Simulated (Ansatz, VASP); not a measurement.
## One calculation of WS2, two programs

```
CELL_PARAMETERS angstrom
1.57860 0.91141 6.03931
-1.57860 0.91141 6.03931
0.00000 -1.82281 6.03931
ATOMIC_POSITIONS crystal
W 0.99934 0.99934 0.99934
S 0.75278 0.75278 0.75278
S 0.57918 0.57918 0.57918
```

Alike in both runs: task single point; functional PBE; dispersion D3(BJ); k mesh 12 × 12 × 12; occupations gaussian, width 0.05 eV; no spin polarisation.

|  | VASP | Ansatz |
| --- | --- | --- |
| version | VASP 6.6.1 | Ansatz 0.2.0 |
| potentials or method | VASP PAW PBE potentials, release 64 (W_sv, S), cutoff 520 eV | scalar-relativistic, plane waves, PAW |
| valence electrons in the cell | 26 | 26 |

|  | VASP | Ansatz | Ansatz less VASP |
| --- | --- | --- | --- |
| gap on the k mesh at the Fermi level (eV) | 0.93 | 0.91 | -0.018 |
| least direct gap on the mesh (eV) | 1.92 | 1.92 | -0.004 |
| pressure (GPa) | 0.0 | 0.0 | +0.04 |

Spin-orbit coupling is off throughout.
